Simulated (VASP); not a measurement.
# SiF (Pm-3m) in VASP: further runs

SiF is run at these levels: PBE; tasks: single point, relaxation of cell and atoms.

Program: VASP 6.6.1. These are calculated values, not measurements. Logs are shortened: lines on timing, memory, paths and dates and some standing lists are left out, and cuts for length are marked.

## Step 1: The cell of the first run

The structure is cubic, space group Pm-3m (No. 221). Conventional cell: a = 3.025 Å, b = 3.025 Å, c = 3.025 Å, α = 90.00°, β = 90.00°, γ = 90.00°. Si (site symmetry m-3m) has 8 F at 2.62 Å and 6 Si at 3.03 Å within 3.5 Å. F (site symmetry m-3m) has 8 Si at 2.62 Å and 6 F at 3.03 Å within 3.5 Å.

The cell was built from a structure type or drawn by symmetry, and may not be a known phase.

## Step 2: Single point, PBE

Input file INCAR:

```
SYSTEM = SiF
  ALGO = Normal
  EDIFF = 1E-6
  ENCUT = 600
  GGA = PE
  GGA_COMPAT = .FALSE.
  ISIF = 2
  ISMEAR = 0
  LASPH = .TRUE.
  LCHARG = .TRUE.
  LELF = .TRUE.
  LREAL = .FALSE.
  LVHAR = .TRUE.
  LWAVE = .FALSE.
  NBANDS = 12
  NELM = 120
  PREC = Accurate
  SIGMA = 0.2
```

Input file KPOINTS:

```
k-points
0
G
  7 7 7
  0 0 0
```

Input file POSCAR:

```
SiF
1.0
    3.0252684173      0.0000000000      0.0000000000
    0.0000000000      3.0252684173      0.0000000000
    0.0000000000      0.0000000000      3.0252684173
Si F
1 1
Direct
    0.0000000000      0.0000000000      0.0000000000
    0.5000000000      0.5000000000      0.5000000000
```

Potentials or basis: VASP PAW PBE potentials, release 64 (Si, F).

Started as:

```sh
$ cat potpaw_PBE.64/Si/POTCAR potpaw_PBE.64/F/POTCAR > POTCAR
$ mpirun -np 1 vasp_std > vasp.out
```

OUTCAR:

```text
SYSTEM = SiF
   EDIFF = 1E-6
   ENCUT = 600
   GGA = PE
   ISIF = 2
   ISMEAR = 0
   LASPH = .TRUE.
   LREAL = .FALSE.
   NELM = 120
   PREC = Accurate

 ion  position               nearest neighbor table
   1  0.000  0.000  0.000-
   2  0.500  0.500  0.500-

  LATTYP: Found a simple cubic cell.
 ALAT       =     3.0252684173

  Lattice vectors:

 A1 = (   3.0252684173,   0.0000000000,   0.0000000000)
 A2 = (   0.0000000000,   3.0252684173,   0.0000000000)
 A3 = (   0.0000000000,   0.0000000000,   3.0252684173)

Analysis of symmetry for initial positions (statically):
=====================================================================
 Subroutine PRICEL returns:
 Original cell was already a primitive cell.

 Routine SETGRP: Setting up the symmetry group for a
 simple cubic supercell.

 Subroutine GETGRP returns: Found 48 space group operations
 (whereof 48 operations were pure point group operations)
 out of a pool of 48 trial point group operations.

The static configuration has the point symmetry O_h .

Analysis of symmetry for dynamics (positions and initial velocities):
=====================================================================
 Subroutine PRICEL returns:
 Original cell was already a primitive cell.

 Routine SETGRP: Setting up the symmetry group for a
 simple cubic supercell.

 Subroutine GETGRP returns: Found 48 space group operations
 (whereof 48 operations were pure point group operations)
 out of a pool of 48 trial point group operations.

The dynamic configuration has the point symmetry O_h .

 Subroutine INISYM returns: Found 48 space group operations
 (whereof 48 operations are pure point group operations),
 and found     1 'primitive' translations

----------------------------------------------------------------------------------------

                                     Primitive cell

  volume of cell :      27.6880

  direct lattice vectors                    reciprocal lattice vectors
     3.025268417  0.000000000  0.000000000     0.330549182  0.000000000  0.000000000
     0.000000000  3.025268417  0.000000000     0.000000000  0.330549182  0.000000000
     0.000000000  0.000000000  3.025268417     0.000000000  0.000000000  0.330549182

  length of vectors
     3.025268417  3.025268417  3.025268417     0.330549182  0.330549182  0.330549182

  position of ions in fractional coordinates (direct lattice)
     0.000000000  0.000000000  0.000000000
     0.500000000  0.500000000  0.500000000

  ion indices of the primitive-cell ions
   primitive index   ion index
                 1           1
                 2           2

----------------------------------------------------------------------------------------

 KPOINTS: k-points

Automatic generation of k-mesh.
 Grid dimensions read from file:
 generate k-points for:    7    7    7

 Generating k-lattice:

  Cartesian coordinates                     Fractional coordinates (reciprocal lattice)
     0.047221312  0.000000000  0.000000000     0.142857143  0.000000000  0.000000000
     0.000000000  0.047221312  0.000000000     0.000000000  0.142857143  0.000000000
     0.000000000  0.000000000  0.047221312     0.000000000  0.000000000  0.142857143

  Length of vectors
     0.047221312  0.047221312  0.047221312

  Shift w.r.t. Gamma in fractional coordinates (k-lattice)
     0.000000000  0.000000000  0.000000000

 Subroutine IBZKPT returns following result:
 ===========================================

 Found     20 irreducible k-points:

 Following reciprocal coordinates:
            Coordinates               Weight
  0.000000  0.000000  0.000000      1.000000
  0.142857  0.000000  0.000000      6.000000
  0.285714  0.000000  0.000000      6.000000
  0.428571  0.000000  0.000000      6.000000
  0.142857  0.142857  0.000000     12.000000
  0.285714  0.142857  0.000000     24.000000
[... 12 lines left out ...]
  0.428571  0.428571  0.285714     24.000000
  0.428571  0.428571  0.428571      8.000000
   k-points           NKPTS =     20   k-points in BZ     NKDIM =     20   number of bands    NBANDS=     12
   number of dos      NEDOS =    301   number of ions     NIONS =      2
   total plane-waves  NPLWV =  13824
   dimension x,y,z NGX =    24 NGY =   24 NGZ =   24
   dimension x,y,z NGXF=    48 NGYF=   48 NGZF=   48
   ions per type =               1   1
   NGX,Y,Z   is equivalent  to a cutoff of  13.19, 13.19, 13.19 a.u.
   NGXF,Y,Z  is equivalent  to a cutoff of  26.38, 26.38, 26.38 a.u.
 SYSTEM =  SiF
   PREC   = accura    normal or accurate (medium, high low for compatibility)
   ISTART =      0    job   : 0-new  1-cont  2-samecut
   ICHARG =      2    charge: 1-file 2-atom 10-const
   ISPIN  =      1    spin polarized calculation?
   LNONCOLLINEAR =      F non collinear calculations
   LSORBIT =      F    spin-orbit coupling
   LASPH  =      T    aspherical Exc in radial PAW
   ENCUT  =  600.0 eV  44.10 Ry    6.64 a.u.   6.04  6.04  6.04*2*pi/ulx,y,z
   NELM   =    120;   NELMIN=  2; NELMDL= -5     # of ELM steps
   EDIFF  = 0.1E-05   stopping-criterion for ELM
   LREAL  =      F    real-space projection
   EDIFFG = 0.1E-04   stopping-criterion for IOM
   NSW    =      0    number of steps for IOM
   IBRION =     -1    ionic relax: 0-MD 1-quasi-New 2-CG
   NFREE  =      0    steps in history (QN), initial steepest desc. (CG)
   ISIF   =      2    stress and relaxation
   ISYM   =      2    0-nonsym 1-usesym 2-fastsym
   POTIM  = 0.5000    time-step for ionic-motion
   TEBEG  =    0.0;   TEEND  =   0.0 temperature during run
   PSTRESS=    0.0 pullay stress
   NELECT =      11.0000    total number of electrons
   NUPDOWN=      -1.0000    fix difference up-down
   EMIN   =  10.00;   EMAX   =-10.00  energy-range for DOS
   EFERMI =   0.00;   METHOD = LEGACY
   ISMEAR =     0;   SIGMA  =   0.20  broadening in eV -4-tet -1-fermi 0-gaus
   EFERMI_NEDOS =   21; number of points for ismear=-14 and -15
   IALGO  =     38    algorithm
   IMIX   =      4    mixing-type and parameters
     AMIX     =   0.40;   BMIX     =  1.00
     AMIX_MAG =   1.60;   BMIX_MAG =  1.00
  volume/ion in A,a.u.               =      13.84        93.42
  Fermi-wavevector in a.u.,A,eV,Ry     =   1.203488  2.274263 19.706456  1.448384
  Thomas-Fermi vector in A             =   2.339240
   LORBIT       =      0    0 simple, 1 ext, 2 COOP (PROOUT), +10 PAW based schemes
   GGA     = PE    functional components
   LHFCALC =     F    Hartree Fock is set to
   AEXX    =    0.0000 exact exchange contribution
   IVDW    =     0    specifies the selected vdW correction
   LEPSILON=     F    determine dielectric tensor
   LRPA    =     F    only Hartree local field effects (RPA)
 non-spin polarized calculation
 Gauss-broadening in eV      SIGMA  =   0.20
  energy-cutoff  :      600.00
  volume of cell :       27.69
 maximum number of plane-waves:       940
   NGX = 13   NGY = 13   NGZ = 13

 number of electron      11.0000013 magnetization

 Free energy of the ion-electron system (eV)
  ---------------------------------------------------
  ext. energy  EPLUGINS =         0.00000000
  ---------------------------------------------------
  free energy    TOTEN  =        -7.81223560 eV

  energy without entropy =       -7.77972954  energy(sigma->0) =       -7.79598257

 E-fermi :   5.8130     XC(G=0): -10.3188

 val. band max:        5.7080519283   @ k =   0.4286   0.4286   0.2857
 cond. band min:       5.8182955593   @ k =   0.4286   0.4286   0.2857
 fundamental gap:      0.1102436310
 Fermi energy:         5.8130086482

 k-point     1 :       0.0000    0.0000    0.0000
  band No.  band energies     occupation
      1     -18.2576      2.00000
      2      -3.1594      2.00000
      3       0.6485      2.00000
      4       0.6485      2.00000
      5       0.6485      2.00000
      6      10.9906      0.00000
      7      10.9906      0.00000
      8      10.9906      0.00000
      9      11.6465      0.00000
     10      11.6465      0.00000
     11      21.9129      0.00000
     12      22.7883      0.00000

 k-point     2 :       0.1429    0.0000    0.0000
  band No.  band energies     occupation
      1     -18.2140      2.00000
      2      -3.2918      2.00000
      3       0.7089      2.00000
      4       0.7089      2.00000
      5       0.7878      2.00000
      6       8.6208      0.00000
      7      10.9720      0.00000
      8      10.9720      0.00000
      9      11.9084      0.00000
     10      14.1770      0.00000
     11      21.7447      0.00000
     12      21.7447      0.00000

 k-point     3 :       0.2857    0.0000    0.0000
  band No.  band energies     occupation
      1     -18.1138      2.00000
      2      -3.6279      2.00000
      3       0.8491      2.00000
      4       0.8491      2.00000
      5       1.3500      2.00000
      6       6.2024      0.00590
      7      10.9183      0.00000
      8      10.9183      0.00000
      9      12.6263      0.00000
     10      16.9568      0.00000
     11      20.1826      0.00000
     12      20.1826      0.00000

 k-point     4 :       0.4286    0.0000    0.0000
  band No.  band energies     occupation
      1     -18.0311      2.00000
      2      -3.9220      2.00000
      3       0.9667      2.00000
      4       0.9667      2.00000
      5       2.4711      2.00000
      6       4.1187      2.00000
      7      10.8615      0.00000
      8      10.8615      0.00000
      9      13.4474      0.00000
     10      19.0570      0.00000
     11      19.2755      0.00000
     12      19.2755      0.00000

 k-point     5 :       0.1429    0.1429    0.0000
  band No.  band energies     occupation
      1     -18.1725      2.00000
      2      -3.3175      2.00000
      3       0.2386      2.00000
      4       0.7655      2.00000
      5       1.3459      2.00000
      6       8.6948      0.00000
      7       8.7669      0.00000
      8      10.9939      0.00000
      9      13.3736      0.00000
     10      15.4054      0.00000
     11      20.0842      0.00000
     12      21.2491      0.00000
[... 168 lines left out ...]
      1     -17.8881      2.00000
      2      -2.3836      2.00000
      3      -0.1337      2.00000
      4      -0.1337      2.00000
      5       2.3680      2.00000
      6       6.7190      0.00000
      7       6.7190      0.00000
      8       8.2576      0.00000
      9      16.3716      0.00000
     10      16.3716      0.00000
     11      16.4170      0.00000
     12      21.4207      0.00000

 k-point    18 :       0.4286    0.2857    0.2857
  band No.  band energies     occupation
      1     -17.8283      2.00000
      2      -1.9457      2.00000
      3      -0.4356      2.00000
      4       0.1883      2.00000
      5       2.0820      2.00000
      6       5.8711      0.68135
      7       6.2774      0.00102
      8       8.6814      0.00000
      9      14.7762      0.00000
     10      15.5493      0.00000
     11      16.7296      0.00000
     12      21.9621      0.00000

 k-point    19 :       0.4286    0.4286    0.2857
  band No.  band energies     occupation
      1     -17.7741      2.00000
      2      -1.0965      2.00000
      3      -0.6435      2.00000
      4       0.2288      2.00000
      5       1.5951      2.00000
      6       5.7081      1.54201
      7       5.8183      0.97018
      8       7.9747      0.00000
      9      14.0249      0.00000
     10      15.7443      0.00000
     11      15.7637      0.00000
     12      23.3273      0.00000

 k-point    20 :       0.4286    0.4286    0.4286
  band No.  band energies     occupation
      1     -17.7238      2.00000
      2      -0.4820      2.00000
      3      -0.2183      2.00000
      4      -0.2183      2.00000
      5       2.2305      2.00000
      6       5.1454      2.00000
      7       5.1454      2.00000
      8       6.1683      0.01199
      9      14.7845      0.00000
     10      15.1004      0.00000
     11      15.1004      0.00000
     12      26.7203      0.00000

------------------------ aborting loop because EDIFF is reached ----------------------------------------

  FORCE on cell =-STRESS in cart. coord.  units (eV):
  Direction    XX          YY          ZZ          XY          YZ          ZX
  --------------------------------------------------------------------------------------
  -------------------------------------------------------------------------------------
  Total       -0.0296858     -0.0296858     -0.0296858      0.0000000     -0.0000000      0.0000000
  in kB       -1.7177822     -1.7177822     -1.7177822      0.0000000     -0.0000000      0.0000000
  external PRESSURE =      -1.7177822 kB  Pullay stress =       0.0000000 kB

 VOLUME and BASIS-vectors are now :
 -----------------------------------------------------------------------------
  energy-cutoff  :      600.00
  volume of cell :       27.69
      direct lattice vectors                 reciprocal lattice vectors
     3.025268417  0.000000000  0.000000000     0.330549182  0.000000000  0.000000000
     0.000000000  3.025268417  0.000000000     0.000000000  0.330549182  0.000000000
     0.000000000  0.000000000  3.025268417     0.000000000  0.000000000  0.330549182

 POSITION                                       TOTAL-FORCE (eV/Angst)
 -----------------------------------------------------------------------------------
      0.00000      0.00000      0.00000         0.000000      0.000000      0.000000
      1.51263      1.51263      1.51263         0.000000      0.000000      0.000000
 -----------------------------------------------------------------------------------
    total drift:                                0.000000      0.000000     -0.000000

  FREE ENERGIE OF THE ION-ELECTRON SYSTEM (eV)
  ---------------------------------------------------
  free  energy   TOTEN  =        -7.8122355954 eV

  energy  without entropy=       -7.7797295412  energy(sigma->0) =       -7.79598257
```

Run time: 2.5 s. Hardware: 1 thread of Intel Xeon 6975P-C (Granite Rapids), shared host; peak memory 0.13 GiB.

Results:

```
Free energy            : -7.8122 eV
Pressure               : -0.2 GPa
Band gap on the k mesh : zero (an odd number of electrons rules out a gap without spin polarisation)
```

Caveat: an odd number of electrons without spin polarisation forces a metal; a magnetic or distorted state may lie lower.

[end of part 1 of 2]
